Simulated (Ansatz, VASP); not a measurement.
# One calculation of Ba, two programs

File POSCAR:

```
Ba
1.0
   14.0000000000      0.0000000000      0.0000000000
    0.0000000000     14.4000000000      0.0000000000
    0.0000000000      0.0000000000     14.8000000000
Ba
1
Direct
    0.5000000000      0.5000000000      0.5000000000
```

Contents of INCAR.step1:

```
SYSTEM = Ba
PREC = Accurate
ENCUT = 520
EDIFF = 1E-5
ISMEAR = -1
SIGMA = 0.01
LREAL = .FALSE.
LASPH = .TRUE.
NELM = 150
ALGO = Normal
ISIF = 2
LWAVE = .TRUE.
LCHARG = .FALSE.
ISPIN = 2
MAGMOM = 0.01
LORBIT = 11
NBANDS = 15
GGA = PE
ISYM = 0
```

The input INCAR.step2:

```
SYSTEM = Ba
PREC = Accurate
ENCUT = 520
EDIFF = 1E-6
ISMEAR = -1
SIGMA = 0.01
LREAL = .FALSE.
LASPH = .TRUE.
NELM = 150
ALGO = Normal
ISIF = 2
LWAVE = .FALSE.
LCHARG = .FALSE.
ISPIN = 2
MAGMOM = 0.01
LORBIT = 11
GGA = PE
LHFCALC = .TRUE.
HFSCREEN = 0.2079
PRECFOCK = Normal
NBANDS = 15
ISTART = 1
ISYM = 0
```

Contents of KPOINTS:

```
Automatic mesh
0
G
  1 1 1
  0 0 0
```

Input for Ansatz:

```yaml
crystal:
  lattice:
    - [14.0, 0.0, 0.0]
    - [0.0, 14.4, 0.0]
    - [0.0, 0.0, 14.8]
  atoms:
    - { symbol: Ba, position: [0.5, 0.5, 0.5], spin: 0.01 }
  symmetry: { detect: false, time_reversal: true }
hamiltonian:
  xc: hse06
  pseudopotentials:
    kind: paw
    azcp:
      Ba: "pseudopotentials/Ba.paw.azcp"
basis:
  ecutwfc: 420
  fft_grid_basis: typed
kpoints:
  mp_grid: { grid: [1, 1, 1], shift: [0, 0, 0] }
magnetization:
  spin_polarized: true
scf:
  occupations: { method: fermi_dirac, width: 0.01 }
output:
  write_density: true
  write_potential: true
  elf: true
  volumetric_format: npy
```

Alike in both runs: task single point; functional HSE06; k mesh 1 × 1 × 1; occupations fermi-dirac, width 0.01 eV; collinear spin.

```csv
,VASP,Ansatz
version,VASP 6.6.1,Ansatz 0.2.0
potentials or method,"VASP PAW PBE potentials, release 64 (Ba_sv), cutoff 520 eV","plane waves (420 eV) with PAW, scalar-relativistic"
valence electrons in the cell,10,10
```

```csv
,VASP,Ansatz,Ansatz less VASP
gap on the k mesh at the Fermi level (eV),1.78,1.78,0.000
net moment per atom (μB),0.00,0.00,0.000
```

Ansatz's warnings: seeded moment not kept, stability check not made, unseeded exchange loop, xc potential rough in thin density.

Spin-orbit coupling is off throughout.
